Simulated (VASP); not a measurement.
# Hf (P6/mmm) in VASP: a series of runs

Hf is run at these levels: PBEsol; tasks: single point.

Program: VASP 6.6.1. These are calculated values, not measurements. Logs are shortened: lines on timing, memory, paths and dates and some standing lists are left out, and cuts for length are marked.

## Step 1: The cell of the first run

Symmetry: P6/mmm, No. 191, hexagonal system. The conventional cell has a = 4.333 Å, b = 4.333 Å, c = 2.683 Å, α = 90.00°, β = 90.00°, γ = 120.00°. Hf (site symmetry -6m2) has 11 Hf at 2.50 to 2.84 Å within 3.3 Å. Within 3.5 Å of Hf (site symmetry 6/mmm) lie 14 Hf at 2.68 to 2.84 Å.

This isn't the form of Hf at room conditions, which is hcp.

## Step 2: Single point, PBEsol (14.54 Å³/atom)

Contents of INCAR:

```
SYSTEM = Hf
PREC = Accurate
ENCUT = 520
EDIFF = 1E-6
ISMEAR = 0
SIGMA = 0.05
LREAL = .False.
LASPH = .True.
NELM = 100
ALGO = Normal
ISIF = 2
LWAVE = .False.
LCHARG = .False.
GGA = PS
NBANDS = 22
```

Contents of KPOINTS:

```
Automatic mesh
0
Gamma
  10 10 14
  0 0 0
```

Contents of POSCAR:

```
Hf
1.0
    4.3326372036      0.0000000000      0.0000000000
   -2.1663186018      3.7521738837      0.0000000000
    0.0000000000      0.0000000000      2.6825323327
Hf
3
Direct
    0.6666666667      0.3333333333      0.5000000000
    0.3333333333      0.6666666667      0.5000000000
    0.0000000000      0.0000000000      0.0000000000
```

Potentials or basis: VASP PAW PBE potentials, release 64 (Hf_pv).

Command:

```
> cat potpaw_PBE.64/Hf_pv/POTCAR > POTCAR
> mpirun -np 1 vasp_std > vasp.out
```

OUTCAR:

```text
SYSTEM = Hf
   PREC = Accurate
   ENCUT = 520
   EDIFF = 1E-6
   ISMEAR = 0
   LREAL = .False.
   LASPH = .True.
   NELM = 100
   ISIF = 2
   GGA = PS

 ion  position               nearest neighbor table
   1  0.667  0.333  0.500-   2 2.50   2 2.50   2 2.50   3 2.84   3 2.84   3 2.84   3 2.84   3 2.84
                             3 2.84   2 3.67   2 3.67   2 3.67   2 3.67   2 3.67   2 3.67
   2  0.333  0.667  0.500-   1 2.50   1 2.50   1 2.50   3 2.84   3 2.84   3 2.84   3 2.84   3 2.84
                             3 2.84   1 3.67   1 3.67   1 3.67   1 3.67   1 3.67   1 3.67
   3  0.000  0.000  0.000-   1 2.84   2 2.84   1 2.84   2 2.84   1 2.84   1 2.84   2 2.84   2 2.84
                             1 2.84   1 2.84   2 2.84   2 2.84

  LATTYP: Found a hexagonal cell.
 ALAT       =     4.3326372036
 C/A-ratio  =     0.6191453857

  Lattice vectors:

 A1 = (   4.3326372036,   0.0000000000,   0.0000000000)
 A2 = (  -2.1663186018,   3.7521738837,   0.0000000000)
 A3 = (   0.0000000000,   0.0000000000,   2.6825323327)

Analysis of symmetry for initial positions (statically):
=====================================================================
 Subroutine PRICEL returns:
 Original cell was already a primitive cell.

 Routine SETGRP: Setting up the symmetry group for a
 hexagonal supercell.

 Subroutine GETGRP returns: Found 24 space group operations
 (whereof 24 operations were pure point group operations)
 out of a pool of 24 trial point group operations.

The static configuration has the point symmetry D_6h.

Analysis of symmetry for dynamics (positions and initial velocities):
=====================================================================
 Subroutine PRICEL returns:
 Original cell was already a primitive cell.

 Routine SETGRP: Setting up the symmetry group for a
 hexagonal supercell.

 Subroutine GETGRP returns: Found 24 space group operations
 (whereof 24 operations were pure point group operations)
 out of a pool of 24 trial point group operations.

The dynamic configuration has the point symmetry D_6h.

 Subroutine INISYM returns: Found 24 space group operations
 (whereof 24 operations are pure point group operations),
 and found     1 'primitive' translations

----------------------------------------------------------------------------------------

                                     Primitive cell

  volume of cell :      43.6094

  direct lattice vectors                    reciprocal lattice vectors
     4.332637204  0.000000000  0.000000000     0.230806309  0.133256084  0.000000000
    -2.166318602  3.752173884  0.000000000     0.000000000  0.266512169  0.000000000
     0.000000000  0.000000000  2.682532333     0.000000000  0.000000000  0.372782086

  length of vectors
     4.332637204  4.332637204  2.682532333     0.266512169  0.266512169  0.372782086

  position of ions in fractional coordinates (direct lattice)
     0.666666667  0.333333333  0.500000000
     0.333333333  0.666666667  0.500000000
     0.000000000  0.000000000  0.000000000

  ion indices of the primitive-cell ions
   primitive index   ion index
                 1           1
                 2           2
                 3           3

----------------------------------------------------------------------------------------

 KPOINTS: Automatic mesh

Automatic generation of k-mesh.
 Grid dimensions read from file:
 generate k-points for:   10   10   14

 Generating k-lattice:

  Cartesian coordinates                     Fractional coordinates (reciprocal lattice)
     0.023080631  0.013325608  0.000000000     0.100000000  0.000000000  0.000000000
     0.000000000  0.026651217  0.000000000     0.000000000  0.100000000  0.000000000
     0.000000000  0.000000000  0.026627292     0.000000000  0.000000000  0.071428571

  Length of vectors
     0.026651217  0.026651217  0.026627292

  Shift w.r.t. Gamma in fractional coordinates (k-lattice)
     0.000000000  0.000000000  0.000000000

 Subroutine IBZKPT returns following result:
 ===========================================

 Found    112 irreducible k-points:

 Following reciprocal coordinates:
            Coordinates               Weight
  0.000000  0.000000  0.000000      1.000000
  0.100000  0.000000  0.000000      6.000000
  0.200000  0.000000  0.000000      6.000000
  0.300000  0.000000  0.000000      6.000000
  0.400000  0.000000  0.000000      6.000000
  0.500000  0.000000  0.000000      3.000000
[... 16 lines left out ...]
  0.300000  0.100000  0.071429     24.000000
  0.400000  0.100000  0.071429     24.000000
 [... further k-points ...]
   k-points           NKPTS =    112   k-points in BZ     NKDIM =    112   number of bands    NBANDS=     22
   number of dos      NEDOS =    301   number of ions     NIONS =      3
   total plane-waves  NPLWV =  20480
   dimension x,y,z NGX =    32 NGY =   32 NGZ =   20
   dimension x,y,z NGXF=    64 NGYF=   64 NGZF=   40
   ions per type =               3
   NGX,Y,Z   is equivalent  to a cutoff of  12.28, 12.28, 12.39 a.u.
   NGXF,Y,Z  is equivalent  to a cutoff of  24.56, 24.56, 24.79 a.u.
 SYSTEM =  Hf
   PREC   = accura    normal or accurate (medium, high low for compatibility)
   ISTART =      0    job   : 0-new  1-cont  2-samecut
   ICHARG =      2    charge: 1-file 2-atom 10-const
   ISPIN  =      1    spin polarized calculation?
   LNONCOLLINEAR =      F non collinear calculations
   LSORBIT =      F    spin-orbit coupling
   LASPH  =      T    aspherical Exc in radial PAW
   ENCUT  =  520.0 eV  38.22 Ry    6.18 a.u.   8.06  8.06  4.99*2*pi/ulx,y,z
   NELM   =    100;   NELMIN=  2; NELMDL= -5     # of ELM steps
   EDIFF  = 0.1E-05   stopping-criterion for ELM
   LREAL  =      F    real-space projection
   EDIFFG = 0.1E-04   stopping-criterion for IOM
   NSW    =      0    number of steps for IOM
   IBRION =     -1    ionic relax: 0-MD 1-quasi-New 2-CG
   NFREE  =      0    steps in history (QN), initial steepest desc. (CG)
   ISIF   =      2    stress and relaxation
   ISYM   =      2    0-nonsym 1-usesym 2-fastsym
   POTIM  = 0.5000    time-step for ionic-motion
   TEBEG  =    0.0;   TEEND  =   0.0 temperature during run
   PSTRESS=    0.0 pullay stress
   NELECT =      30.0000    total number of electrons
   NUPDOWN=      -1.0000    fix difference up-down
   EMIN   =  10.00;   EMAX   =-10.00  energy-range for DOS
   EFERMI =   0.00;   METHOD = LEGACY
   ISMEAR =     0;   SIGMA  =   0.05  broadening in eV -4-tet -1-fermi 0-gaus
   EFERMI_NEDOS =   21; number of points for ismear=-14 and -15
   IALGO  =     38    algorithm
   IMIX   =      4    mixing-type and parameters
     AMIX     =   0.40;   BMIX     =  1.00
     AMIX_MAG =   1.60;   BMIX_MAG =  1.00
  volume/ion in A,a.u.               =      14.54        98.10
  Fermi-wavevector in a.u.,A,eV,Ry     =   1.445180  2.730994 28.416369  2.088544
  Thomas-Fermi vector in A             =   2.563391
   LORBIT       =      0    0 simple, 1 ext, 2 COOP (PROOUT), +10 PAW based schemes
   GGA     = PS    functional components
   LHFCALC =     F    Hartree Fock is set to
   AEXX    =    0.0000 exact exchange contribution
   IVDW    =     0    specifies the selected vdW correction
   LEPSILON=     F    determine dielectric tensor
   LRPA    =     F    only Hartree local field effects (RPA)
 non-spin polarized calculation
 Gauss-broadening in eV      SIGMA  =   0.05
  energy-cutoff  :      520.00
  volume of cell :       43.61
 maximum number of plane-waves:      1194
   NGX = 17   NGY = 17   NGZ =  9

 number of electron      30.0000001 magnetization

 Free energy of the ion-electron system (eV)
  ---------------------------------------------------
  ext. energy  EPLUGINS =         0.00000000
  ---------------------------------------------------
  free energy    TOTEN  =       -27.28040173 eV

  energy without entropy =      -27.27770693  energy(sigma->0) =      -27.27905433

 E-fermi :   7.8897     XC(G=0): -13.5267

 val. band max:        7.8777479120   @ k =   0.4000   0.2000   0.1429
 cond. band min:       7.8898077622   @ k =   0.5000   0.0000   0.5000
 fundamental gap:      0.0120598502
 Fermi energy:         7.8897354627

 k-point     1 :       0.0000    0.0000    0.0000
  band No.  band energies     occupation
      1     -22.9401      2.00000
      2     -22.9401      2.00000
      3     -22.4077      2.00000
      4     -22.4077      2.00000
      5     -21.2229      2.00000
      6     -20.4770      2.00000
[... 14 lines left out ...]
     21      11.6956      0.00000
     22      11.6957      0.00000

 k-point     2 :       0.1000    0.0000    0.0000
  band No.  band energies     occupation
      1     -23.0751      2.00000
      2     -23.0212      2.00000
      3     -22.2475      2.00000
      4     -22.2204      2.00000
      5     -21.2017      2.00000
      6     -20.4884      2.00000
[... 14 lines left out ...]
     21      11.0681      0.00000
     22      12.5405      0.00000

 k-point     3 :       0.2000    0.0000    0.0000
  band No.  band energies     occupation
      1     -23.2921      2.00000
      2     -23.0794      2.00000
      3     -21.9590      2.00000
      4     -21.8708      2.00000
      5     -21.1404      2.00000
      6     -20.7742      2.00000
[... 14 lines left out ...]
     21      11.3707      0.00000
     22      13.4757      0.00000

 k-point     4 :       0.3000    0.0000    0.0000
  band No.  band energies     occupation
      1     -23.4735      2.00000
      2     -22.9984      2.00000
      3     -21.6735      2.00000
      4     -21.6130      2.00000
      5     -21.1416      2.00000
      6     -21.0463      2.00000
[... 14 lines left out ...]
     21      12.2581      0.00000
     22      14.4602      0.00000

 k-point     5 :       0.4000    0.0000    0.0000
  band No.  band energies     occupation
      1     -23.5897      2.00000
      2     -22.7664      2.00000
      3     -21.8902      2.00000
      4     -21.4499      2.00000
      5     -21.1109      2.00000
      6     -20.9317      2.00000
[... 417 lines left out ...]
 k-point    22 :       0.2000    0.1000    0.0714
  band No.  band energies     occupation
      1     -23.3362      2.00000
      2     -23.0905      2.00000
      3     -21.7501      2.00000
      4     -21.6778      2.00000
      5     -21.1802      2.00000
      6     -21.0699      2.00000
[... 14 lines left out ...]
     21      11.8632      0.00000
     22      14.3757      0.00000

 k-point    23 :       0.3000    0.1000    0.0714
  band No.  band energies     occupation
      1     -23.4648      2.00000
      2     -22.9424      2.00000
      3     -21.7754      2.00000
      4     -21.4708      2.00000
      5     -21.2301      2.00000
      6     -21.0312      2.00000
[... 14 lines left out ...]
     21      12.7976      0.00000
     22      13.5465      0.00000

 k-point    24 :       0.4000    0.1000    0.0714
  band No.  band energies     occupation
      1     -23.5348      2.00000
      2     -22.6691      2.00000
      3     -22.1723      2.00000
      4     -21.3362      2.00000
      5     -21.1027      2.00000
      6     -20.9326      2.00000
[... 14 lines left out ...]
     21      12.4210      0.00000
     22      14.0524      0.00000

 [... further k-points ...]
[... 5 lines left out ...]
  --------------------------------------------------------------------------------------
  -------------------------------------------------------------------------------------
  Total       23.6652057     23.6652057     23.8090099      0.0000000     -0.0000000      0.0000000
  in kB      869.4420078    869.4420078    874.7252667      0.0000000     -0.0000000      0.0000000
  external PRESSURE =     871.2030941 kB  Pullay stress =       0.0000000 kB

 VOLUME and BASIS-vectors are now :
 -----------------------------------------------------------------------------
  energy-cutoff  :      520.00
  volume of cell :       43.61
      direct lattice vectors                 reciprocal lattice vectors
     4.332637204  0.000000000  0.000000000     0.230806309  0.133256084  0.000000000
    -2.166318602  3.752173884  0.000000000     0.000000000  0.266512169  0.000000000
     0.000000000  0.000000000  2.682532333     0.000000000  0.000000000  0.372782086

 POSITION                                       TOTAL-FORCE (eV/Angst)
 -----------------------------------------------------------------------------------
      2.16632      1.25072      1.34127         0.000000      0.000000      0.000000
     -0.00000      2.50145      1.34127         0.000000     -0.000000      0.000000
      0.00000      0.00000      0.00000        -0.000000      0.000000      0.000000
 -----------------------------------------------------------------------------------
    total drift:                               -0.000000      0.000000      0.000000

  FREE ENERGIE OF THE ION-ELECTRON SYSTEM (eV)
  ---------------------------------------------------
  free  energy   TOTEN  =       -27.2804017331 eV

  energy  without entropy=      -27.2777069343  energy(sigma->0) =      -27.27905433
```

Run time: 28 s. Hardware: 1 thread of Intel Xeon 6975P-C (Granite Rapids), shared host; peak memory 0.21 GiB.

What came out:

| Property | Result |
| --- | --- |
| Free energy | -27.2804 eV |
| Pressure | 87.1 GPa |
| Band gap on the k mesh | zero (bands 15 and 16 overlap by 1.40 eV) |

Stress tensor (GPa, compression positive):
```
86.94  0.00  0.00
 0.00 86.94  0.00
 0.00  0.00 87.47
```

Caveat: the cell stands under pressure; the PAW data sets were made with another functional, which shifts forces and pressure a little; spin-orbit coupling is left out, which moves the levels of the heavy elements.

## Step 3: Single point, PBEsol (15.39 Å³/atom)

This run uses another cell than the first one, of 15.39 Å³/atom.

Contents of INCAR:

```
SYSTEM = Hf
ALGO     = Normal         ! electronic algorithm
EDIFF    = 1E-7           ! SCF threshold, eV
ENCUT    = 520            ! plane-wave cutoff, eV
GGA      = PS             ! functional
ISIF     = 2              ! what is computed and relaxed
ISMEAR   = 0              ! smearing method
LASPH    = .True.         ! aspherical terms in the spheres
LCHARG   = .True.         ! write CHGCAR
LELF     = .True.         ! ELF
LREAL    = .False.        ! projectors in reciprocal space
LVHAR    = .True.       
LWAVE    = .False.        ! write WAVECAR
NBANDS   = 22             ! bands
NELM     = 60             ! most SCF steps
PREC     = Accurate       ! precision mode
SIGMA    = 0.05           ! smearing width, eV
```

Contents of KPOINTS:

```
k-points
0
Gamma
  10 10 14
  0 0 0
```

Contents of POSCAR:

```
Hf
1.0
    4.4108136331      0.0000000000      0.0000000000
   -2.2054068166      3.8198766576      0.0000000000
    0.0000000000      0.0000000000      2.7405377058
Hf
3
Direct
    0.6666666667      0.3333333333      0.5000000000
    0.3333333333      0.6666666667      0.5000000000
    0.0000000000      0.0000000000      0.0000000000
```

Potentials or basis: VASP PAW PBE potentials, release 64 (Hf_pv).

Command:

```
> cat potpaw_PBE.64/Hf_pv/POTCAR > POTCAR
> mpirun -np 1 vasp_std > vasp.out
```

It took 38 s on 1 thread of Intel Xeon 6975P-C (Granite Rapids), shared host; peak memory 0.22 GiB.

The run converged. Its results:

```yaml
Free_energy: -28.5094 eV
Pressure: 67.0 GPa
Band_gap_on_the_k_mesh: zero (bands 15 and 16 overlap by 1.28 eV)
```

Stress tensor (GPa, compression positive):
```
66.84  0.00  0.00
 0.00 66.84  0.00
 0.00  0.00 67.29
```

Levels at points of the mesh, in eV from the Fermi level:
| k point | band 13 | band 14 | band 15 | band 16 | band 17 | band 18 |
| --- | --- | --- | --- | --- | --- | --- |
| (0.00, 0.00, 0.00) | -0.34 | -0.34 | -0.21 | -0.21 | 1.28 | 2.65 |
| (0.50, 0.00, 0.00) | -1.19 | -1.11 | -0.76 | -0.17 | 1.15 | 1.67 |
| (0.00, 0.00, 0.50) | -3.02 | -2.83 | -1.45 | 1.72 | 1.72 | 3.18 |
| (0.50, 0.00, 0.50) | -2.61 | -1.23 | -0.46 | 0.11 | 1.42 | 2.65 |

Caveat: the cell stands under pressure; the PAW data sets were made with another functional, which shifts forces and pressure a little; spin-orbit coupling is left out, which moves the levels of the heavy elements.
